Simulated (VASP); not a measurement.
Write the native input for VASP 6.6.1 that does the following.

```
Task                   : single point
Functional             : revPBE
Potentials or basis    : VASP PAW PBE potentials, release 64 (S, Pt)
Cutoff                 : 590 eV
k mesh                 : 14 × 14 × 1
Occupations            : gaussian, width 0.03 eV
Spin                   : no spin polarisation
Tolerance level        : screening
Dipole correction      : yes
Purpose                : levels
Further INCAR settings : ALGO = Normal; EDIFF = 1e-08; NBANDS = 33; NELMDL = -8; ISIF = 0
```

The structure of PtS2 lies in POSCAR:

```
PtS2
1.0
    3.5432000000      0.0000000000      0.0000000000
    1.7716000000      3.0685012107      0.0000000000
    0.0000000000      0.0000000000     18.2876152000
S Pt
2 1
Direct
    0.0000000000      0.0000000000      0.4374545239
    0.6666666666      0.6666666666      0.5625454761
    0.3333333333      0.3333333333      0.5000000000
```

The input as run:

INCAR

```
GGA = RE ; LDIPOL = True
IDIPOL = 3 ; DIPOL = 0.5 0.5 0.500
ISMEAR = 0 ; SIGMA = 0.03
LWAVE = False ; LCHARG = False
ISIF = 0 ; PREC = Accurate
LASPH = True ; LREAL = False
ALGO = Normal ; EDIFF = 1E-8
NELM = 120 ; GGA_COMPAT = False
ENCUT = 590 ; EFERMI = MIDGAP
NELMDL = -8 ; NBANDS = 33
```

KPOINTS

```
Automatic mesh
0
Gamma
  14 14 1
  0 0 0
```

Potentials or basis: VASP PAW PBE potentials, release 64 (S, Pt).

Command:

```console
$ cat potpaw_PBE.64/S/POTCAR potpaw_PBE.64/Pt/POTCAR > POTCAR
$ mpirun -np 1 vasp_std > vasp.out
```

It gave:

```
Largest force          : 1.493 eV/Å
Band gap on the k mesh : 1.87 eV (least direct gap 1.98 eV)
```

Caveat: the PAW data sets were made with another functional, which shifts forces and pressure a little; spin-orbit coupling is left out, which moves the levels of the heavy elements.

It took 4.3 min on 1 thread of Intel(R) Xeon(R) Platinum 8259CL CPU @ 2.50GHz (Skylake/Cascade Lake) (shared host), peak memory 0.42 GiB.
